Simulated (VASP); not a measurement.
# NbH2 (R-3m) in VASP: further runs

Runs on NbH2. Level: PBEsol. Tasks: single point.

All numbers are computed with VASP 6.6.1; they aren't measurements. Logs are shortened: lines on timing, memory, paths and dates and some standing lists are left out, and cuts for length are marked.

### Step 1. The cell of the first run

It takes space group R-3m (No. 166, trigonal). Conventional cell: a = 3.364 Å, b = 3.364 Å, c = 6.868 Å, α = 90.00°, β = 90.00°, γ = 120.00°. Nb (site symmetry -3m) has 8 H at 1.72 to 2.02 Å within 2.3 Å. Within 2.3 Å of H (site symmetry 3m) lie 4 Nb at 1.72 to 2.02 Å and 6 H at 2.25 Å.

### Step 2. Single point, PBEsol

INCAR reads:

```
PREC = Accurate ; ENCUT = 520
EDIFF = 1E-6 ; ISMEAR = 0
SIGMA = 0.15 ; LREAL = False
LASPH = True ; NELM = 100
ALGO = Normal ; ISIF = 2
LWAVE = False ; LCHARG = False
GGA = PS ; NBANDS = 14
```

KPOINTS reads:

```
Automatic mesh
0
Gamma
  16 16 16
```

POSCAR reads:

```
NbH2
1.0
   -0.2638568667      2.1146605614      2.1146605614
    2.1146605614     -0.2638568667      2.1146605614
    2.1146605614      2.1146605614     -0.2638568667
Nb H
1 2
Direct
    0.0000000000      0.0000000000      0.0000000000
    0.2500000000      0.2500000000      0.2500000000
    0.7500000000      0.7500000000      0.7500000000
```

Potentials or basis: VASP PAW PBE potentials, release 64 (Nb_sv, H).

Run with:

```
cat potpaw_PBE.64/Nb_sv/POTCAR potpaw_PBE.64/H/POTCAR > POTCAR
mpirun -np 1 vasp_std > vasp.out
```

OUTCAR:

```text
PREC = Accurate
   ENCUT = 520
   EDIFF = 1E-6
   ISMEAR = 0
   LREAL = False
   LASPH = True
   NELM = 100
   ISIF = 2
   GGA = PS

 ion  position               nearest neighbor table
   1  0.000  0.000  0.000-   2 1.72   3 1.72
   2  0.250  0.250  0.250-   1 1.72
   3  0.750  0.750  0.750-   1 1.72

  LATTYP: Found a trigonal (rhomboedric) cell.
 ALAT       =     3.0021990317
 COS(alpha) =     0.3723266135

  Lattice vectors:

 A1 = (  -0.2638568667,   2.1146605614,   2.1146605614)
 A2 = (   2.1146605614,  -0.2638568667,   2.1146605614)
 A3 = (   2.1146605614,   2.1146605614,  -0.2638568667)

Analysis of symmetry for initial positions (statically):
=====================================================================
 Subroutine PRICEL returns:
 Original cell was already a primitive cell.

 Routine SETGRP: Setting up the symmetry group for a
 trigonal (rhombohedral) supercell.

 Subroutine GETGRP returns: Found 12 space group operations
 (whereof 12 operations were pure point group operations)
 out of a pool of 12 trial point group operations.

The static configuration has the point symmetry D_3d.

Analysis of symmetry for dynamics (positions and initial velocities):
=====================================================================
 Subroutine PRICEL returns:
 Original cell was already a primitive cell.

 Routine SETGRP: Setting up the symmetry group for a
 trigonal (rhombohedral) supercell.

 Subroutine GETGRP returns: Found 12 space group operations
 (whereof 12 operations were pure point group operations)
 out of a pool of 12 trial point group operations.

The dynamic configuration has the point symmetry D_3d.

 Subroutine INISYM returns: Found 12 space group operations
 (whereof 12 operations are pure point group operations),
 and found     1 'primitive' translations

----------------------------------------------------------------------------------------

                                     Primitive cell

  volume of cell :      22.4340

  direct lattice vectors                    reciprocal lattice vectors
    -0.263856867  2.114660561  2.114660561    -0.196227549  0.224202416  0.224202416
     2.114660561 -0.263856867  2.114660561     0.224202416 -0.196227549  0.224202416
     2.114660561  2.114660561 -0.263856867     0.224202416  0.224202416 -0.196227549

  length of vectors
     3.002199032  3.002199032  3.002199032     0.372878932  0.372878932  0.372878932

  position of ions in fractional coordinates (direct lattice)
     0.000000000  0.000000000  0.000000000
     0.250000000  0.250000000  0.250000000
     0.750000000  0.750000000  0.750000000

  ion indices of the primitive-cell ions
   primitive index   ion index
                 1           1
                 2           2
                 3           3

----------------------------------------------------------------------------------------

 KPOINTS: Automatic mesh

Automatic generation of k-mesh.
 Grid dimensions read from file:
 generate k-points for:   16   16   16

 Generating k-lattice:

  Cartesian coordinates                     Fractional coordinates (reciprocal lattice)
    -0.012264222  0.014012651  0.014012651     0.062500000 -0.000000000 -0.000000000
     0.014012651 -0.012264222  0.014012651    -0.000000000  0.062500000 -0.000000000
     0.014012651  0.014012651 -0.012264222    -0.000000000 -0.000000000  0.062500000

  Length of vectors
     0.023304933  0.023304933  0.023304933

  Shift w.r.t. Gamma in fractional coordinates (k-lattice)
     0.000000000  0.000000000  0.000000000

 Subroutine IBZKPT returns following result:
 ===========================================

 Found    417 irreducible k-points:

 Following reciprocal coordinates:
            Coordinates               Weight
  0.000000  0.000000  0.000000      1.000000
  0.062500  0.000000 -0.000000      6.000000
  0.125000  0.000000 -0.000000      6.000000
  0.187500  0.000000 -0.000000      6.000000
  0.250000  0.000000 -0.000000      6.000000
  0.312500 -0.000000 -0.000000      6.000000
[... 16 lines left out ...]
 -0.125000  0.062500  0.000000     12.000000
 -0.062500  0.062500  0.000000      6.000000
 [... further k-points ...]
   k-points           NKPTS =    417   k-points in BZ     NKDIM =    417   number of bands    NBANDS=     14
   number of dos      NEDOS =    301   number of ions     NIONS =      3
   total plane-waves  NPLWV =  13824
   dimension x,y,z NGX =    24 NGY =   24 NGZ =   24
   dimension x,y,z NGXF=    48 NGYF=   48 NGZF=   48
   ions per type =               1   2
   NGX,Y,Z   is equivalent  to a cutoff of  13.29, 13.29, 13.29 a.u.
   NGXF,Y,Z  is equivalent  to a cutoff of  26.58, 26.58, 26.58 a.u.
 SYSTEM =  unknown system
   PREC   = accura    normal or accurate (medium, high low for compatibility)
   ISTART =      0    job   : 0-new  1-cont  2-samecut
   ICHARG =      2    charge: 1-file 2-atom 10-const
   ISPIN  =      1    spin polarized calculation?
   LNONCOLLINEAR =      F non collinear calculations
   LSORBIT =      F    spin-orbit coupling
   LASPH  =      T    aspherical Exc in radial PAW
   ENCUT  =  520.0 eV  38.22 Ry    6.18 a.u.   5.58  5.58  5.58*2*pi/ulx,y,z
   NELM   =    100;   NELMIN=  2; NELMDL= -5     # of ELM steps
   EDIFF  = 0.1E-05   stopping-criterion for ELM
   LREAL  =      F    real-space projection
   EDIFFG = 0.1E-04   stopping-criterion for IOM
   NSW    =      0    number of steps for IOM
   IBRION =     -1    ionic relax: 0-MD 1-quasi-New 2-CG
   NFREE  =      0    steps in history (QN), initial steepest desc. (CG)
   ISIF   =      2    stress and relaxation
   ISYM   =      2    0-nonsym 1-usesym 2-fastsym
   POTIM  = 0.5000    time-step for ionic-motion
   TEBEG  =    0.0;   TEEND  =   0.0 temperature during run
   PSTRESS=    0.0 pullay stress
   NELECT =      15.0000    total number of electrons
   NUPDOWN=      -1.0000    fix difference up-down
   EMIN   =  10.00;   EMAX   =-10.00  energy-range for DOS
   EFERMI =   0.00;   METHOD = LEGACY
   ISMEAR =     0;   SIGMA  =   0.15  broadening in eV -4-tet -1-fermi 0-gaus
   EFERMI_NEDOS =   21; number of points for ismear=-14 and -15
   IALGO  =     38    algorithm
   IMIX   =      4    mixing-type and parameters
     AMIX     =   0.40;   BMIX     =  1.00
     AMIX_MAG =   1.60;   BMIX_MAG =  1.00
  volume/ion in A,a.u.               =       7.48        50.46
  Fermi-wavevector in a.u.,A,eV,Ry     =   1.431538  2.705215 27.882450  2.049302
  Thomas-Fermi vector in A             =   2.551264
   LORBIT       =      0    0 simple, 1 ext, 2 COOP (PROOUT), +10 PAW based schemes
   GGA     = PS    functional components
   LHFCALC =     F    Hartree Fock is set to
   AEXX    =    0.0000 exact exchange contribution
   IVDW    =     0    specifies the selected vdW correction
   LEPSILON=     F    determine dielectric tensor
   LRPA    =     F    only Hartree local field effects (RPA)
 non-spin polarized calculation
 Gauss-broadening in eV      SIGMA  =   0.15
  energy-cutoff  :      520.00
  volume of cell :       22.43
 maximum number of plane-waves:       633
   NGX = 11   NGY = 11   NGZ = 11

 number of electron      15.0000003 magnetization

 Free energy of the ion-electron system (eV)
  ---------------------------------------------------
  ext. energy  EPLUGINS =         0.00000000
  ---------------------------------------------------
  free energy    TOTEN  =       -17.94829275 eV

  energy without entropy =      -17.93475002  energy(sigma->0) =      -17.94152138

 E-fermi :  10.5818     XC(G=0): -12.4158

 val. band max:       10.5802110405   @ k =   0.5000   0.3750   0.1875
 cond. band min:      10.5825223193   @ k =  -0.1875   0.0625   0.0000
 fundamental gap:      0.0023112789
 Fermi energy:        10.5818044944

 k-point     1 :       0.0000    0.0000    0.0000
  band No.  band energies     occupation
      1     -44.7288      2.00000
      2     -20.5046      2.00000
      3     -20.5046      2.00000
      4     -20.3556      2.00000
      5      -0.3827      2.00000
      6       8.1993      2.00000
      7       8.1993      2.00000
      8       9.4818      2.00000
      9      10.4353      1.83290
     10      12.2397      0.00000
     11      12.2397      0.00000
     12      23.3128      0.00000
     13      23.3128      0.00000
     14      23.9573      0.00000

 k-point     2 :       0.0625    0.0000   -0.0000
  band No.  band energies     occupation
      1     -44.7249      2.00000
      2     -20.5304      2.00000
      3     -20.5052      2.00000
      4     -20.3675      2.00000
      5      -0.2789      2.00000
      6       7.6684      2.00000
      7       8.2305      2.00000
      8       9.7555      2.00000
      9      10.8072      0.03362
     10      12.1761      0.00000
     11      12.2942      0.00000
     12      22.3946      0.00000
     13      23.5645      0.00000
     14      24.7006      0.00000

 k-point     3 :       0.1250    0.0000   -0.0000
  band No.  band energies     occupation
      1     -44.7138      2.00000
      2     -20.6157      2.00000
      3     -20.5070      2.00000
      4     -20.3887      2.00000
      5       0.0173      2.00000
      6       6.8248      2.00000
      7       8.3113      2.00000
      8      10.0873      2.00000
      9      11.4371      0.00000
     10      12.0254      0.00000
     11      12.6706      0.00000
     12      21.2743      0.00000
     13      24.2846      0.00000
     14      25.1646      0.00000
[... 324 lines left out ...]
 k-point    23 :      -0.1250    0.0625    0.0000
  band No.  band energies     occupation
      1     -44.7077      2.00000
      2     -20.6455      2.00000
      3     -20.5280      2.00000
      4     -20.4022      2.00000
      5       0.2018      2.00000
      6       6.4235      2.00000
      7       8.3954      2.00000
      8      10.4828      1.64945
      9      11.2498      0.00000
     10      12.2315      0.00000
     11      12.9175      0.00000
     12      21.0220      0.00000
     13      24.2410      0.00000
     14      25.2161      0.00000

 k-point    24 :      -0.0625    0.0625    0.0000
  band No.  band energies     occupation
      1     -44.7198      2.00000
      2     -20.5608      2.00000
      3     -20.5165      2.00000
      4     -20.3791      2.00000
      5      -0.1301      2.00000
      6       7.1052      2.00000
      7       8.2990      2.00000
      8      10.4830      1.64861
      9      10.6727      0.39159
     10      12.2599      0.00000
     11      12.3541      0.00000
     12      21.8184      0.00000
     13      23.6735      0.00000
     14      25.5475      0.00000

 [... further k-points ...]
[... 5 lines left out ...]
  --------------------------------------------------------------------------------------
  -------------------------------------------------------------------------------------
  Total        1.9436190      1.9436190      1.9436190      3.1014602      3.1014602      3.1014602
  in kB      138.8081614    138.8081614    138.8081614    221.4981375    221.4981375    221.4981375
  external PRESSURE =     138.8081614 kB  Pullay stress =       0.0000000 kB

 VOLUME and BASIS-vectors are now :
 -----------------------------------------------------------------------------
  energy-cutoff  :      520.00
  volume of cell :       22.43
      direct lattice vectors                 reciprocal lattice vectors
    -0.263856867  2.114660561  2.114660561    -0.196227549  0.224202416  0.224202416
     2.114660561 -0.263856867  2.114660561     0.224202416 -0.196227549  0.224202416
     2.114660561  2.114660561 -0.263856867     0.224202416  0.224202416 -0.196227549

 POSITION                                       TOTAL-FORCE (eV/Angst)
 -----------------------------------------------------------------------------------
      0.00000      0.00000      0.00000        -0.000000      0.000000     -0.000000
      0.99137      0.99137      0.99137         1.150443      1.150443      1.150443
      2.97410      2.97410      2.97410        -1.150443     -1.150443     -1.150443
 -----------------------------------------------------------------------------------
    total drift:                               -0.000000      0.000000     -0.000000

  FREE ENERGIE OF THE ION-ELECTRON SYSTEM (eV)
  ---------------------------------------------------
  free  energy   TOTEN  =       -17.9482927462 eV

  energy  without entropy=      -17.9347500216  energy(sigma->0) =      -17.94152138
```

Wall time 65 s (1 thread of Intel Xeon Platinum 8259CL at 2.50GHz (Skylake/Cascade Lake), shared host); peak memory 0.25 GiB.

Results:

- Free energy: -17.9483 eV
- Pressure: 13.9 GPa
- Largest force: 1.993 eV/Å

Forces on the atoms (eV/Å):
```
Nb   0.000  0.000  0.000
H    1.150  1.150  1.150
H   -1.150 -1.150 -1.150
```

Levels at points of the mesh, in eV from the Fermi level:
```
           k point  band 5  band 6  band 7  band 8  band 9  band 10  band 11  band 12
(0.00, 0.00, 0.00)  -10.96   -2.38   -2.38   -1.10   -0.15     1.66     1.66    12.73
(0.50, 0.00, 0.00)   -8.67   -5.19   -2.25    0.09    1.94     2.47     5.57     6.41
(0.50, 0.50, 0.00)   -8.04   -4.76   -4.62    2.37    2.47     3.99     5.96     9.16
(0.50, 0.50, 0.50)   -9.02   -3.44   -1.90   -1.90    3.59     3.59     4.23     8.16
```

Caveat: the PAW data sets were made with another functional, which shifts forces and pressure a little.

### Step 3. Single point, PBEsol

This run uses another cell than the first one, of the same volume but with other edges.

INCAR reads:

```
ALGO = Normal ; EDIFF = 1E-6
ENCUT = 520 ; GGA = PS
ISIF = 2 ; ISMEAR = 0
LASPH = T ; LCHARG = F
LREAL = F ; LWAVE = F
NBANDS = 14 ; NELM = 60
PREC = Accurate ; SIGMA = 0.15
```

KPOINTS reads:

```
k-points
0
Gamma
  16 16 16
```

POSCAR reads:

```
NbH2
1.0
    0.1848811826      2.3346623761      2.3346623761
    2.3346623761      0.1848811826      2.3346623761
    2.3346623761      2.3346623761      0.1848811826
Nb H
1 2
Direct
    0.0000000000      0.0000000000      0.0000000000
    0.2500000000      0.2500000000      0.2500000000
    0.7500000000      0.7500000000      0.7500000000
```

Potentials or basis: VASP PAW PBE potentials, release 64 (Nb_sv, H).

Run with:

```
cat potpaw_PBE.64/Nb_sv/POTCAR potpaw_PBE.64/H/POTCAR > POTCAR
mpirun -np 1 vasp_std > vasp.out
```

Wall time 2.4 min (1 thread of Intel Xeon Platinum 8259CL at 2.50GHz (Skylake/Cascade Lake), shared host); peak memory 0.26 GiB.

Results (log left out):

```yaml
Free_energy: -18.2931 eV
Pressure: 8.8 GPa
Largest_force: 0.616 eV/Å
```

Forces on the atoms (eV/Å):
```
Nb   0.000  0.000  0.000
H   -0.355 -0.355 -0.355
H    0.355  0.355  0.355
```

Stress tensor (GPa, compression positive):
```
  8.85 -11.40 -11.40
-11.40   8.85 -11.40
-11.40 -11.40   8.85
```

Levels at points of the mesh, in eV from the Fermi level:
```
           k point  band 5  band 6  band 7  band 8  band 9  band 10  band 11  band 12
(0.00, 0.00, 0.00)  -10.96   -2.37   -1.17   -1.08   -1.08     1.54     1.54    12.26
(0.50, 0.00, 0.00)   -8.75   -4.56   -2.07   -0.64    2.13     3.55     4.94     7.19
(0.50, 0.50, 0.00)   -7.93   -4.87   -4.64    2.55    3.01     3.68     6.54     8.48
(0.50, 0.50, 0.50)   -8.63   -5.64   -1.06   -1.06    2.66     2.66     5.46     5.72
```

Caveat: the PAW data sets were made with another functional, which shifts forces and pressure a little.

(Continued in part 2 of 2.)
